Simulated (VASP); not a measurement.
# Al3H2 (P2/m) in VASP: relaxation of cell and atoms with PBE

Aim: the relaxation of cell and atoms of Al3H2 with PBE.

Everything below comes from runs of VASP 6.6.1. Logs are shortened: lines on timing, memory, paths and dates and some standing lists are left out, and cuts for length are marked.

**1. The cell of the first run**

The structure is monoclinic, space group P2/m (No. 10). The conventional cell has a = 4.145 Å, b = 2.764 Å, c = 5.702 Å, α = 90.00°, β = 90.46°, γ = 90.00°. Al (site symmetry m) has 2 H at 1.77 Å within 2.3 Å. Al (site symmetry 2/m) has 10 Al at 2.76 to 2.91 Å and 8 H at 3.29 to 3.33 Å within 3.6 Å. Within 2.3 Å of H (site symmetry m) lie 2 Al at 1.77 Å and 2 H at 1.89 to 2.25 Å.

**2. Relaxation of cell and atoms, PBE**

Input file INCAR:

```
PREC = Accurate
ENCUT = 600
EDIFF = 1E-7
ISMEAR = 0
SIGMA = 0.1
LREAL = F
LASPH = T
NELM = 100
ALGO = Normal
ISIF = 3
LWAVE = F
LCHARG = F
GGA = PE
IBRION = 2
NSW = 100
EDIFFG = -0.01
```

Input file KPOINTS:

```
regular mesh
0
Gamma
  8 12 6
```

Input file POSCAR:

```
Al3H2
1.0
    4.1453108978      0.0000000000      0.0000000000
    0.0000000000      2.7642375142      0.0000000000
   -0.0462059760      0.0000000000      5.7022683078
Al H
3 2
Direct
    0.9980270163      0.5000000000      0.7387877727
    0.0019729837      0.5000000000      0.2612122273
    0.5000000000      0.0000000000      0.0000000000
    0.2717538055      0.5000000000      0.5024198375
    0.7282461945      0.5000000000      0.4975801625
```

Potentials or basis: VASP PAW PBE potentials, release 64 (Al, H).

On the command line:

```bash
$ cat potpaw_PBE.64/Al/POTCAR potpaw_PBE.64/H/POTCAR > POTCAR
$ mpirun -np 1 vasp_std > vasp.out
```

OUTCAR:

```text
PREC = Accurate
   ENCUT = 600
   EDIFF = 1E-7
   ISMEAR = 0
   LREAL = F
   LASPH = T
   NELM = 100
   ISIF = 3
   GGA = PE
   IBRION = 2
   NSW = 100
   EDIFFG = -0.01

 ion  position               nearest neighbor table
   1  0.998  0.500  0.739-   5 1.77   4 1.77   2 2.72   3 2.90   3 2.90   3 2.91   3 2.91   2 2.98

   2  0.002  0.500  0.261-   4 1.77   5 1.77   1 2.72   3 2.90   3 2.90   3 2.91   3 2.91   1 2.98

   3  0.500  0.000  0.000-   2 2.90   2 2.90   1 2.90   1 2.90   1 2.91   2 2.91   1 2.91   2 2.91

   4  0.272  0.500  0.502-   2 1.77   1 1.77
   5  0.728  0.500  0.498-   1 1.77   2 1.77

  LATTYP: Found a simple monoclinic cell.
 ALAT       =     4.1453108978
 B/A-ratio  =     0.6668347881
 C/A-ratio  =     1.3756400065
 COS(beta)  =    -0.0081028210

  Lattice vectors:

 A1 = (   4.1453108978,   0.0000000000,   0.0000000000)
 A2 = (   0.0000000000,   2.7642375142,   0.0000000000)
 A3 = (  -0.0462059760,   0.0000000000,   5.7022683078)

Analysis of symmetry for initial positions (statically):
=====================================================================
 Subroutine PRICEL returns:
 Original cell was already a primitive cell.

 Routine SETGRP: Setting up the symmetry group for a
 simple monoclinic supercell.

 Subroutine GETGRP returns: Found  4 space group operations
 (whereof  4 operations were pure point group operations)
 out of a pool of  4 trial point group operations.

The static configuration has the point symmetry C_2h.

Analysis of symmetry for dynamics (positions and initial velocities):
=====================================================================
 Subroutine PRICEL returns:
 Original cell was already a primitive cell.

 Routine SETGRP: Setting up the symmetry group for a
 simple monoclinic supercell.

 Subroutine GETGRP returns: Found  4 space group operations
 (whereof  4 operations were pure point group operations)
 out of a pool of  4 trial point group operations.

The dynamic configuration has the point symmetry C_2h.

 Subroutine INISYM returns: Found  4 space group operations
 (whereof  4 operations are pure point group operations),
 and found     1 'primitive' translations

----------------------------------------------------------------------------------------

                                     Primitive cell

  volume of cell :      65.3401

  direct lattice vectors                    reciprocal lattice vectors
     4.145310898  0.000000000  0.000000000     0.241236429  0.000000000  0.001954760
     0.000000000  2.764237514  0.000000000     0.000000000  0.361763414  0.000000000
    -0.046205976  0.000000000  5.702268308     0.000000000  0.000000000  0.175368809

  length of vectors
     4.145310898  2.764237514  5.702455510     0.241244349  0.361763414  0.175368809

  position of ions in fractional coordinates (direct lattice)
     0.998027016  0.500000000  0.738787773
     0.001972984  0.500000000  0.261212227
     0.500000000  0.000000000  0.000000000
     0.271753805  0.500000000  0.502419837
     0.728246195  0.500000000  0.497580163

  ion indices of the primitive-cell ions
   primitive index   ion index
                 1           1
                 2           2
                 3           3
                 4           4
                 5           5

----------------------------------------------------------------------------------------

 KPOINTS: regular mesh

Automatic generation of k-mesh.
 Grid dimensions read from file:
 generate k-points for:    8   12    6

 Generating k-lattice:

  Cartesian coordinates                     Fractional coordinates (reciprocal lattice)
     0.030154554  0.000000000  0.000244345     0.125000000  0.000000000  0.000000000
     0.000000000  0.030146951  0.000000000     0.000000000  0.083333333  0.000000000
     0.000000000  0.000000000  0.029228135     0.000000000  0.000000000  0.166666667

  Length of vectors
     0.030155544  0.030146951  0.029228135

  Shift w.r.t. Gamma in fractional coordinates (k-lattice)
     0.000000000  0.000000000  0.000000000

 Subroutine IBZKPT returns following result:
 ===========================================

 Found    182 irreducible k-points:

 Following reciprocal coordinates:
            Coordinates               Weight
  0.000000  0.000000  0.000000      1.000000
  0.125000  0.000000 -0.000000      2.000000
  0.250000  0.000000 -0.000000      2.000000
  0.375000  0.000000 -0.000000      2.000000
  0.500000  0.000000 -0.000000      1.000000
  0.000000  0.083333  0.000000      2.000000
[... 16 lines left out ...]
  0.250000  0.333333 -0.000000      4.000000
  0.375000  0.333333 -0.000000      4.000000
 [... further k-points ...]
   k-points           NKPTS =    182   k-points in BZ     NKDIM =    182   number of bands    NBANDS=      9
   number of dos      NEDOS =    301   number of ions     NIONS =      5
   total plane-waves  NPLWV =  41472
   dimension x,y,z NGX =    36 NGY =   24 NGZ =   48
   dimension x,y,z NGXF=    72 NGYF=   48 NGZF=   96
   ions per type =               3   2
   NGX,Y,Z   is equivalent  to a cutoff of  14.44, 14.43, 13.99 a.u.
   NGXF,Y,Z  is equivalent  to a cutoff of  28.88, 28.87, 27.99 a.u.
 SYSTEM =  unknown system
   PREC   = accura    normal or accurate (medium, high low for compatibility)
   ISTART =      0    job   : 0-new  1-cont  2-samecut
   ICHARG =      2    charge: 1-file 2-atom 10-const
   ISPIN  =      1    spin polarized calculation?
   LNONCOLLINEAR =      F non collinear calculations
   LSORBIT =      F    spin-orbit coupling
   LASPH  =      T    aspherical Exc in radial PAW
   ENCUT  =  600.0 eV  44.10 Ry    6.64 a.u.   8.28  5.52 11.39*2*pi/ulx,y,z
   NELM   =    100;   NELMIN=  2; NELMDL= -5     # of ELM steps
   EDIFF  = 0.1E-06   stopping-criterion for ELM
   LREAL  =      F    real-space projection
   EDIFFG = -.1E-01   stopping-criterion for IOM
   NSW    =    100    number of steps for IOM
   IBRION =      2    ionic relax: 0-MD 1-quasi-New 2-CG
   NFREE  =      1    steps in history (QN), initial steepest desc. (CG)
   ISIF   =      3    stress and relaxation
   ISYM   =      2    0-nonsym 1-usesym 2-fastsym
   POTIM  = 0.5000    time-step for ionic-motion
   TEBEG  =    0.0;   TEEND  =   0.0 temperature during run
   PSTRESS=    0.0 pullay stress
   NELECT =      11.0000    total number of electrons
   NUPDOWN=      -1.0000    fix difference up-down
   EMIN   =  10.00;   EMAX   =-10.00  energy-range for DOS
   EFERMI =   0.00;   METHOD = LEGACY
   ISMEAR =     0;   SIGMA  =   0.10  broadening in eV -4-tet -1-fermi 0-gaus
   EFERMI_NEDOS =   21; number of points for ismear=-14 and -15
   IALGO  =     38    algorithm
   IMIX   =      4    mixing-type and parameters
     AMIX     =   0.40;   BMIX     =  1.00
     AMIX_MAG =   1.60;   BMIX_MAG =  1.00
  volume/ion in A,a.u.               =      13.07        88.19
  Fermi-wavevector in a.u.,A,eV,Ry     =   0.903953  1.708223 11.117734  0.817130
  Thomas-Fermi vector in A             =   2.027341
   LORBIT       =      0    0 simple, 1 ext, 2 COOP (PROOUT), +10 PAW based schemes
   GGA     = PE    functional components
   LHFCALC =     F    Hartree Fock is set to
   AEXX    =    0.0000 exact exchange contribution
   IVDW    =     0    specifies the selected vdW correction
   LEPSILON=     F    determine dielectric tensor
   LRPA    =     F    only Hartree local field effects (RPA)
 conjugate gradient relaxation of ions
 non-spin polarized calculation
 Gauss-broadening in eV      SIGMA  =   0.10
  energy-cutoff  :      600.00
  volume of cell :       65.34
 maximum number of plane-waves:      2214
 NGX is ok and might be reduce to    36
   NGX = 17   NGY = 11   NGZ = 23

--------------------------------------- Ionic step        1  -------------------------------------------

 number of electron      11.0000000 magnetization

 Free energy of the ion-electron system (eV)
  ---------------------------------------------------
  ext. energy  EPLUGINS =         0.00000000
  ---------------------------------------------------
  free energy    TOTEN  =       -17.07760394 eV

  energy without entropy =      -17.07212232  energy(sigma->0) =      -17.07486313

------------------------ aborting loop because EDIFF is reached ----------------------------------------

  FORCE on cell =-STRESS in cart. coord.  units (eV):
  Direction    XX          YY          ZZ          XY          YZ          ZX
  --------------------------------------------------------------------------------------
  -------------------------------------------------------------------------------------
  Total       -0.3437954      0.1444752     -0.0575022      0.0000000      0.0000000      0.0355146
  in kB       -8.4300576      3.5426147     -1.4099876      0.0000000      0.0000000      0.8708388
  external PRESSURE =      -2.0991435 kB  Pullay stress =       0.0000000 kB
[... 219 lines left out ...]
  energy  without entropy=      -17.0729571479  energy(sigma->0) =      -17.07630262

--------------------------------------- Ionic step        7  -------------------------------------------

 number of electron      11.0000000 magnetization

 Free energy of the ion-electron system (eV)
  ---------------------------------------------------
  ext. energy  EPLUGINS =         0.00000000
  ---------------------------------------------------
  free energy    TOTEN  =       -17.07973436 eV

  energy without entropy =      -17.07298866  energy(sigma->0) =      -17.07636151

 E-fermi :   5.5427     XC(G=0):  -9.4781

 val. band max:        5.5406987332   @ k =   0.2500   0.5000   0.3333
 cond. band min:       5.5445186019   @ k =   0.2500   0.5000   0.1667
 fundamental gap:      0.0038198687
 Fermi energy:         5.5426798568

 k-point     1 :       0.0000    0.0000    0.0000
  band No.  band energies     occupation
      1      -5.0946      2.00000
      2      -1.5174      2.00000
      3       0.1788      2.00000
      4       1.9704      2.00000
      5       4.9859      2.00000
      6       5.4625      1.74291
      7       7.7442      0.00000
      8       9.3518      0.00000
      9       9.6387      0.00000
[... 265 lines left out ...]
 k-point    24 :       0.3750    0.3333   -0.0000
  band No.  band energies     occupation
      1      -2.1943      2.00000
      2       0.1202      2.00000
      3       1.2775      2.00000
      4       3.1809      2.00000
      5       3.2940      2.00000
      6       4.9255      2.00000
      7       5.6964      0.02966
      8       7.1090      0.00000
      9       9.2191      0.00000

 [... further k-points ...]

------------------------ aborting loop because EDIFF is reached ----------------------------------------

  FORCE on cell =-STRESS in cart. coord.  units (eV):
  Direction    XX          YY          ZZ          XY          YZ          ZX
  --------------------------------------------------------------------------------------
  -------------------------------------------------------------------------------------
  Total        0.0147441     -0.0064973     -0.0009269      0.0000000      0.0000000      0.0044189
  in kB        0.3629804     -0.1599547     -0.0228193      0.0000000      0.0000000      0.1087868
  external PRESSURE =       0.0600688 kB  Pullay stress =       0.0000000 kB
[... 20 lines left out ...]
  FREE ENERGIE OF THE ION-ELECTRON SYSTEM (eV)
  ---------------------------------------------------
  free  energy   TOTEN  =       -17.0797343601 eV

  energy  without entropy=      -17.0729886559  energy(sigma->0) =      -17.07636151

 reached required accuracy - stopping structural energy minimisation
```

It took 4.6 min on 1 thread of Intel Xeon Platinum 8375C at 2.90GHz (Ice Lake), shared host; peak memory 0.28 GiB.

Results:

| Quantity | Value |
| --- | --- |
| Free energy | -17.0797 eV |
| Relaxed volume | 13.02 Å³/atom |
| Relaxed cell | a = 4.108 Å, b = 2.773 Å, c = 5.713 Å, α = 90.00°, β = 90.31°, γ = 90.00° |
| Space group after relaxing (to 0.1 Å) | Pmmm (No. 47) |
| Energy gained by relaxing | 0.4 meV/atom |
| Ionic steps | 7 |
| Pressure after relaxing | 0.0 GPa |
| Largest force after relaxing | 0.008 eV/Å |
| Band gap on the k mesh | zero (an odd number of electrons rules out a gap without spin polarisation) |

Forces in eV/Å, atoms in the order of the input:
```
Al   0.005  0.000  0.006
Al  -0.005  0.000 -0.006
Al   0.000  0.000  0.000
H    0.007  0.000 -0.004
H   -0.007  0.000  0.004
```

The path:
```csv
step,energy change (eV),largest force (eV/Å),pressure (GPa),volume (Å³)
1,0.0000,0.0881,-0.21,65.34
2,-0.0014,0.0186,0.04,65.18
3,-0.0015,0.0340,0.11,65.13
4,-0.0018,0.0294,0.01,65.18
5,-0.0019,0.0258,-0.09,65.23
6,-0.0020,0.0188,-0.05,65.17
7,-0.0021,0.0082,0.01,65.08
```

Final structure:
```xyz
5
Lattice="4.1082 0.0000 0.0052 0.0000 2.7730 0.0000 -0.0386 0.0000 5.7126" Properties=species:S:1:pos:R:3 pbc="T T T"
Al    4.0717    1.3865    4.2179
Al   -0.0020    1.3865    1.5000
Al    2.0541    0.0000    0.0026
H     1.1028    1.3865    2.8697
H     2.9669    1.3865    2.8482
```

Levels at points of the mesh, in eV from the Fermi level:
| k point | band 1 | band 2 | band 3 | band 4 | band 5 | band 6 | band 7 | band 8 | band 9 |
| --- | --- | --- | --- | --- | --- | --- | --- | --- | --- |
| (0.00, 0.00, 0.00) | -10.64 | -7.06 | -5.36 | -3.57 | -0.56 | -0.08 | 2.20 | 3.81 | 4.10 |
| (0.50, 0.00, 0.00) | -9.17 | -7.83 | -5.28 | -4.45 | -3.86 | -2.52 | 5.65 | 8.08 | 8.17 |
| (0.00, 0.50, 0.00) | -7.39 | -4.93 | -3.72 | -1.59 | -1.12 | -0.32 | 0.60 | 2.82 | 3.73 |
| (0.50, 0.50, 0.00) | -6.05 | -4.70 | -3.49 | -2.02 | -1.73 | -1.59 | 0.03 | 1.67 | 1.83 |
| (0.00, 0.00, 0.50) | -9.73 | -9.36 | -3.19 | -1.92 | -1.51 | -0.51 | 0.96 | 1.59 | 5.08 |
| (0.50, 0.00, 0.50) | -8.56 | -7.35 | -7.06 | -6.47 | -0.30 | 0.45 | 1.77 | 3.76 | 7.67 |
| (0.00, 0.50, 0.50) | -7.08 | -4.87 | -4.45 | -2.93 | -1.49 | 2.50 | 2.76 | 3.10 | 3.95 |
| (0.50, 0.50, 0.50) | -5.85 | -4.26 | -2.93 | -2.82 | -2.63 | -1.98 | -1.77 | 1.00 | 4.48 |
